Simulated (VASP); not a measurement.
# CdF2 (P-4m2) in VASP: further runs, part 2 of 3

VASP 6.6.1. Earlier steps stand in the parts before.

## Step 3: Single point, PBE

This run uses another cell than the first one: it holds 6 atoms, not 3.

Contents of INCAR:

```
SYSTEM = CdF2
  PREC = Accurate
  ENCUT = 520
  EDIFF = 1E-6
  ISMEAR = 0
  SIGMA = 0.1
  LREAL = .FALSE.
  LASPH = .TRUE.
  NELM = 80
  ALGO = Normal
  ISIF = 2
  LWAVE = .FALSE.
  LCHARG = .FALSE.
  GGA = PE
  NBANDS = 35
```

Contents of KPOINTS:

```
Automatic mesh
0
G
  4 4 2
  0 0 0
```

Contents of POSCAR:

```
CdF2
1.0
    0.0000000000      0.0000000000      3.2956069518
    3.7806316244      0.0000000000      0.0000000000
    0.0000000000      7.5612632488      0.0000000000
Cd F
2 4
Direct
    0.0000000000      0.0000000000      0.0000000000
    0.0000000000      0.0000000000      0.5000000000
    0.3310550482      0.5000000000      0.0000000000
    0.3310550482      0.5000000000      0.5000000000
    0.6689449518      0.0000000000      0.2500000000
    0.6689449518      0.0000000000      0.7500000000
```

Potentials or basis: VASP PAW PBE potentials, release 64 (Cd, F).

On the command line:

```
$ cat potpaw_PBE.64/Cd/POTCAR potpaw_PBE.64/F/POTCAR > POTCAR
$ mpirun -np 1 vasp_std > vasp.out
```

OUTCAR:

```text
SYSTEM = CdF2
   PREC = Accurate
   ENCUT = 520
   EDIFF = 1E-6
   ISMEAR = 0
   LREAL = .FALSE.
   LASPH = .TRUE.
   NELM = 80
   ISIF = 2
   GGA = PE

 ion  position               nearest neighbor table
   1  0.000  0.000  0.000-   3 2.18   5 2.18   6 2.18   3 2.18   2 3.78   2 3.78
   2  0.000  0.000  0.500-   4 2.18   5 2.18   6 2.18   4 2.18   1 3.78   1 3.78
   3  0.331  0.500  0.000-   1 2.18   1 2.18
   4  0.331  0.500  0.500-   2 2.18   2 2.18
   5  0.669  0.000  0.250-   1 2.18   2 2.18
   6  0.669  0.000  0.750-   1 2.18   2 2.18

  LATTYP: Found a simple orthorhombic cell.
 ALAT       =     3.2956069518
 B/A-ratio  =     1.1471730943
 C/A-ratio  =     2.2943461885

  Lattice vectors:

 A1 = (   0.0000000000,   0.0000000000,   3.2956069518)
 A2 = (   3.7806316244,   0.0000000000,   0.0000000000)
 A3 = (   0.0000000000,   7.5612632488,   0.0000000000)

Analysis of symmetry for initial positions (statically):
=====================================================================
 Subroutine PRICEL returns following result:

  LATTYP: Found a simple tetragonal cell.
 ALAT       =     3.7806316244
 C/A-ratio  =     0.8717080317

  Lattice vectors:

 A1 = (   3.7806316244,   0.0000000000,   0.0000000000)
 A2 = (   0.0000000000,   3.7806316244,   0.0000000000)
 A3 = (   0.0000000000,   0.0000000000,   3.2956069518)

   2 primitive cells build up your supercell.

 Routine SETGRP: Setting up the symmetry group for a
 simple orthorhombic supercell.

 Subroutine GETGRP returns: Found  4 space group operations
 (whereof  4 operations were pure point group operations)
 out of a pool of  8 trial point group operations.

The static configuration has the point symmetry C_2v.

Analysis of symmetry for dynamics (positions and initial velocities):
=====================================================================
 Subroutine PRICEL returns following result:

  LATTYP: Found a simple tetragonal cell.
 ALAT       =     3.7806316244
 C/A-ratio  =     0.8717080317

  Lattice vectors:

 A1 = (   3.7806316244,   0.0000000000,   0.0000000000)
 A2 = (   0.0000000000,   3.7806316244,   0.0000000000)
 A3 = (   0.0000000000,   0.0000000000,   3.2956069518)

   2 primitive cells build up your supercell.

 Routine SETGRP: Setting up the symmetry group for a
 simple orthorhombic supercell.

 Subroutine GETGRP returns: Found  4 space group operations
 (whereof  4 operations were pure point group operations)
 out of a pool of  8 trial point group operations.

The dynamic configuration has the point symmetry C_2v.

 Subroutine INISYM returns: Found  4 space group operations
 (whereof  4 operations are pure point group operations),
 and found     2 'primitive' translations

----------------------------------------------------------------------------------------

                                     Primitive cell

  volume of cell :      47.1047

  direct lattice vectors                    reciprocal lattice vectors
     3.780631624  0.000000000  0.000000000     0.264506067  0.000000000  0.000000000
[... 37 lines left out ...]

 Subroutine IBZKPT returns following result:
 ===========================================

 Found     18 irreducible k-points:

 Following reciprocal coordinates:
            Coordinates               Weight
  0.000000  0.000000  0.000000      1.000000
  0.250000  0.000000  0.000000      2.000000
  0.500000  0.000000  0.000000      1.000000
  0.000000  0.250000  0.000000      2.000000
  0.250000  0.250000  0.000000      4.000000
  0.500000  0.250000  0.000000      2.000000
[... 10 lines left out ...]
  0.250000  0.500000  0.500000      2.000000
  0.500000  0.500000  0.500000      1.000000
   k-points           NKPTS =     18   k-points in BZ     NKDIM =     18   number of bands    NBANDS=     35
   number of dos      NEDOS =    301   number of ions     NIONS =      6
   total plane-waves  NPLWV =  43904
   dimension x,y,z NGX =    28 NGY =   28 NGZ =   56
   dimension x,y,z NGXF=    56 NGYF=   56 NGZF=  112
   ions per type =               2   4
   NGX,Y,Z   is equivalent  to a cutoff of  14.12, 12.31, 12.31 a.u.
   NGXF,Y,Z  is equivalent  to a cutoff of  28.25, 24.62, 24.62 a.u.
 SYSTEM =  CdF2
   PREC   = accura    normal or accurate (medium, high low for compatibility)
   ISTART =      0    job   : 0-new  1-cont  2-samecut
   ICHARG =      2    charge: 1-file 2-atom 10-const
   ISPIN  =      1    spin polarized calculation?
   LNONCOLLINEAR =      F non collinear calculations
   LSORBIT =      F    spin-orbit coupling
   LASPH  =      T    aspherical Exc in radial PAW
   ENCUT  =  520.0 eV  38.22 Ry    6.18 a.u.   6.13  7.03 14.06*2*pi/ulx,y,z
   NELM   =     80;   NELMIN=  2; NELMDL= -5     # of ELM steps
   EDIFF  = 0.1E-05   stopping-criterion for ELM
   LREAL  =      F    real-space projection
   EDIFFG = 0.1E-04   stopping-criterion for IOM
   NSW    =      0    number of steps for IOM
   IBRION =     -1    ionic relax: 0-MD 1-quasi-New 2-CG
   NFREE  =      0    steps in history (QN), initial steepest desc. (CG)
   ISIF   =      2    stress and relaxation
   ISYM   =      2    0-nonsym 1-usesym 2-fastsym
   POTIM  = 0.5000    time-step for ionic-motion
   TEBEG  =    0.0;   TEEND  =   0.0 temperature during run
   PSTRESS=    0.0 pullay stress
   NELECT =      52.0000    total number of electrons
   NUPDOWN=      -1.0000    fix difference up-down
   EMIN   =  10.00;   EMAX   =-10.00  energy-range for DOS
   EFERMI =   0.00;   METHOD = LEGACY
   ISMEAR =     0;   SIGMA  =   0.10  broadening in eV -4-tet -1-fermi 0-gaus
   EFERMI_NEDOS =   21; number of points for ismear=-14 and -15
   IALGO  =     38    algorithm
   IMIX   =      4    mixing-type and parameters
     AMIX     =   0.40;   BMIX     =  1.00
     AMIX_MAG =   1.60;   BMIX_MAG =  1.00
  volume/ion in A,a.u.               =      15.70       105.96
  Fermi-wavevector in a.u.,A,eV,Ry     =   1.342903  2.537718 24.536581  1.803388
  Thomas-Fermi vector in A             =   2.471020
   LORBIT       =      0    0 simple, 1 ext, 2 COOP (PROOUT), +10 PAW based schemes
   GGA     = PE    functional components
   LHFCALC =     F    Hartree Fock is set to
   AEXX    =    0.0000 exact exchange contribution
   IVDW    =     0    specifies the selected vdW correction
   LEPSILON=     F    determine dielectric tensor
   LRPA    =     F    only Hartree local field effects (RPA)
 non-spin polarized calculation
 Gauss-broadening in eV      SIGMA  =   0.10
  energy-cutoff  :      520.00
  volume of cell :       94.21
 maximum number of plane-waves:      2576
 NGX is ok and might be reduce to    28

 number of electron      51.9999923 magnetization

 Free energy of the ion-electron system (eV)
  ---------------------------------------------------
  ext. energy  EPLUGINS =         0.00000000
  ---------------------------------------------------
  free energy    TOTEN  =       -20.76395091 eV

  energy without entropy =      -20.76395091  energy(sigma->0) =      -20.76395091

 E-fermi :  -2.2696     XC(G=0):  -9.3753

 val. band max:       -2.7506607394   @ k =   0.5000   0.5000   0.0000
 cond. band min:      -0.1295199410   @ k =   0.0000   0.0000   0.0000
 fundamental gap:      2.6211407984
 Fermi energy:        -2.2695533149

 k-point     1 :       0.0000    0.0000    0.0000
  band No.  band energies     occupation
      1     -22.7980      2.00000
      2     -22.5698      2.00000
      3     -22.5234      2.00000
      4     -22.3594      2.00000
      5      -8.2203      2.00000
      6      -8.0907      2.00000
[... 673 lines left out ...]
     34      10.0347      0.00000
     35      11.4567      0.00000

------------------------ aborting loop because EDIFF is reached ----------------------------------------

  FORCE on cell =-STRESS in cart. coord.  units (eV):
  Direction    XX          YY          ZZ          XY          YZ          ZX
  --------------------------------------------------------------------------------------
  -------------------------------------------------------------------------------------
  Total        0.4559531      0.4560045      0.2765602      0.0000000      0.0000000      0.0000000
  in kB        7.7541930      7.7550681      4.7033368      0.0000000      0.0000000      0.0000000
  external PRESSURE =       6.7375326 kB  Pullay stress =       0.0000000 kB

 VOLUME and BASIS-vectors are now :
 -----------------------------------------------------------------------------
  energy-cutoff  :      520.00
  volume of cell :       94.21
      direct lattice vectors                 reciprocal lattice vectors
     0.000000000  0.000000000  3.295606952     0.000000000  0.000000000  0.303434243
     3.780631624  0.000000000  0.000000000     0.264506067  0.000000000  0.000000000
     0.000000000  7.561263249  0.000000000     0.000000000  0.132253033  0.000000000

 POSITION                                       TOTAL-FORCE (eV/Angst)
 -----------------------------------------------------------------------------------
      0.00000      0.00000      0.00000         0.000000      0.000000     -0.000007
      0.00000      3.78063      0.00000         0.000000      0.000000     -0.000007
      1.89032      0.00000      1.09103         0.000000      0.000000      0.086521
      1.89032      3.78063      1.09103        -0.000000      0.000000      0.086521
      0.00000      1.89032      2.20458         0.000000      0.000000     -0.086514
      0.00000      5.67095      2.20458         0.000000      0.000000     -0.086514
 -----------------------------------------------------------------------------------
    total drift:                                0.000000      0.000000      0.000051

  FREE ENERGIE OF THE ION-ELECTRON SYSTEM (eV)
  ---------------------------------------------------
  free  energy   TOTEN  =       -20.7639509056 eV

  energy  without entropy=      -20.7639509056  energy(sigma->0) =      -20.76395091
```

It took 27 s on 1 thread of Intel Xeon 6975P-C (Granite Rapids), shared host; peak memory 0.21 GiB.

Results:

| Item | Value |
| --- | --- |
| Free energy | -20.7640 eV |
| Pressure | 0.7 GPa |
| Largest force | 0.087 eV/Å |
| Band gap on the k mesh | 2.62 eV |

Forces on the atoms (eV/Å):
```
Cd   0.000  0.000  0.000
Cd   0.000  0.000  0.000
F    0.000  0.000  0.087
F    0.000  0.000  0.087
F    0.000  0.000 -0.087
F    0.000  0.000 -0.087
```

Stress tensor (GPa, compression positive):
```
0.78 0.00 0.00
0.00 0.78 0.00
0.00 0.00 0.47
```

Levels at points of the mesh, in eV from the valence-band top:
```tsv
k point	band 22	band 23	band 24	band 25	band 26	band 27	band 28	band 29	band 30	band 31
(0.00, 0.00, 0.00)	-0.46	-0.40	-0.32	-0.11	-0.11	2.62	5.60	8.29	12.22	12.94
(0.50, 0.00, 0.00)	-0.42	-0.42	-0.41	-0.39	-0.29	6.79	6.90	7.56	9.53	10.22
(0.00, 0.50, 0.00)	-0.69	-0.46	-0.40	-0.22	-0.04	5.60	7.78	8.29	9.05	9.05
(0.50, 0.50, 0.00)	-0.44	-0.41	-0.39	-0.29	0.00	6.79	7.86	9.53	10.22	10.55
(0.00, 0.00, 0.50)	-0.58	-0.38	-0.38	-0.23	-0.23	3.90	3.90	10.33	10.33	13.24
(0.50, 0.00, 0.50)	-0.50	-0.42	-0.42	-0.08	-0.08	6.90	6.90	8.35	8.35	11.54
(0.00, 0.50, 0.50)	-0.65	-0.52	-0.52	-0.22	-0.22	6.28	6.28	8.61	8.61	11.51
(0.50, 0.50, 0.50)	-0.91	-0.78	-0.78	-0.08	-0.08	7.43	7.43	9.90	9.90	10.83
```

Caveat: the k points lie up to 0.48 Å⁻¹ apart. A k mesh can miss the band edges.

[end of part 2 of 3]
